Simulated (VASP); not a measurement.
Crystal: Si4N.

```
CELL_PARAMETERS angstrom
4.17701 0.00000 0.00000
-1.05114 4.07910 0.00000
-0.67959 -0.43345 4.32807
ATOMIC_POSITIONS crystal
Si 0.37743 0.35124 0.09787
Si 0.68120 0.14298 0.75142
Si 0.14714 0.70076 0.77109
Si 0.79573 0.81264 0.34240
N 0.99851 0.99237 0.03722
```

- Program: VASP 6.6.1
- Task: relaxation of cell and atoms
- Functional: PBE
- Potentials or basis: VASP PAW PBE potentials, release 64 (Si, N)
- Cutoff: 600 eV
- k mesh: 4 × 4 × 4
- Occupations: gaussian, width 0.1 eV
- Spin: no spin polarisation

At the start: pressure 1.6 GPa; volume 14.75 Å³/atom.

Problem. Where does the relaxation end?

Solution. Over 18 steps the energy falls by 5.6 meV/atom and the volume is 15.00 Å³/atom (+1.7 %); space group Cm (No. 8, to 0.05 Å).

The path:
| step | energy change (eV) | largest force (eV/Å) | pressure (GPa) | volume (Å³) |
| --- | --- | --- | --- | --- |
| 1 | 0.0000 | 0.0743 | 1.59 | 73.74 |
| 2 | -0.0106 | 0.1389 | -0.79 | 75.32 |
| 3 | -0.0108 | 0.1230 | -0.47 | 75.10 |
| 4 | -0.0152 | 0.0846 | -0.16 | 74.99 |
| 5 | -0.0165 | 0.1256 | 0.14 | 74.88 |
| 6 | -0.0187 | 0.0956 | -0.04 | 74.98 |
| 7 | -0.0190 | 0.1300 | -0.14 | 75.03 |
| 8 | -0.0206 | 0.0995 | 0.00 | 74.96 |
| 9 | -0.0208 | 0.1057 | 0.07 | 74.93 |
| 10 | -0.0226 | 0.0874 | 0.05 | 74.94 |
| 11 | -0.0240 | 0.1177 | 0.03 | 74.94 |
| 12 | -0.0255 | 0.0866 | -0.04 | 74.98 |
| 13 | -0.0257 | 0.0921 | -0.06 | 75.00 |
| 14 | -0.0267 | 0.0751 | 0.01 | 74.94 |
| 15 | -0.0269 | 0.1042 | 0.05 | 74.91 |
| 16 | -0.0276 | 0.0515 | 0.06 | 74.91 |
| 17 | -0.0277 | 0.0743 | 0.07 | 74.91 |
| 18 | -0.0281 | 0.0231 | -0.09 | 75.00 |

Final structure:
```
Si N
1.0
     4.22659    0.01080    0.14290
    -1.05115    4.09876   -0.07447
    -0.54188   -0.47807    4.31253
Si N
4 1
Direct
  0.36360 0.36494 0.09782
  0.69342 0.14391 0.76117
  0.14384 0.69347 0.76117
  0.80383 0.80251 0.34492
  0.99531 0.99517 0.03492
```

Caveat: the k points lie up to 0.39 Å⁻¹ apart in the final cell.
